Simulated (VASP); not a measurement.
Wanted: the native input for a VASP 6.6.1 run.

| Property | Result |
| --- | --- |
| Task | single point |
| Functional | PBEsol |
| Dispersion | D3(BJ) |
| Potentials or basis | VASP PAW PBE potentials, release 64 (Te, Mo_sv, H) |
| Cutoff | 400 eV |
| k mesh | 9 × 9 × 2 |
| Occupations | gaussian, width 0.05 eV |
| Spin | no spin polarisation |
| Dipole correction | no |
| Further INCAR settings | ALGO = Normal; EDIFF = 1e-06; NBANDS = 50 |

The structure of Te6Mo3H (a cell with a defect) lies in POSCAR:

```
Te6Mo3H
1.0
    3.4334342720      0.0000000000      0.0000000000
   -1.7167171360      2.9734413017      0.0000000000
    0.0000000000      0.0000000000     20.7704294686
Te Mo H
6 3 1
Direct
    0.0000000000      0.0000000000      0.9125759363
    0.3333333333      0.6666666667      0.5917818730
    0.3333333333      0.6666666667      0.2333053354
    0.3333333333      0.6666666667      0.7666946646
    0.3333333333      0.6666666667      0.4082181270
    0.0000000000      0.0000000000      0.0874240637
    0.0000000000      0.0000000000      0.6791511892
    0.0000000000      0.0000000000      0.3208488108
    0.3333333333      0.6666666667      0.0000000000
    0.2810235033      0.1405117517      0.1690103014
```

The input as run:

INCAR

```
PREC = Accurate
ENCUT = 400
EDIFF = 1E-6
ISMEAR = 0
SIGMA = 0.05
LREAL = F
LASPH = T
NELM = 120
ALGO = Normal
ISIF = 2
LWAVE = F
LCHARG = F
GGA = PS
IVDW = 12
NBANDS = 50
GGA_COMPAT = F
```

KPOINTS

```
Automatic mesh
0
Gamma
  9 9 2
```

Potentials or basis: VASP PAW PBE potentials, release 64 (Te, Mo_sv, H).

The run is started by

```console
$ cat potpaw_PBE.64/Te/POTCAR potpaw_PBE.64/Mo_sv/POTCAR potpaw_PBE.64/H/POTCAR > POTCAR
$ mpirun -np 1 vasp_std > vasp.out
```

It gave:

| Property | Result |
| --- | --- |
| Pressure | 0.9 GPa |
| Largest force | 0.606 eV/Å |
| Band gap on the k mesh | zero (an odd number of electrons rules out a gap without spin polarisation) |
| Dispersion energy per atom | -0.504 eV |

Caveat: the PAW data sets were made with another functional, which shifts forces and pressure a little; spin-orbit coupling is left out, which moves the levels of the heavy elements; an odd number of electrons without spin polarisation forces a metal; a magnetic or distorted state may lie lower.

It took 18 min on 1 thread of Oxide Virtual Turin-like Processor (shared host), peak memory 0.43 GiB.
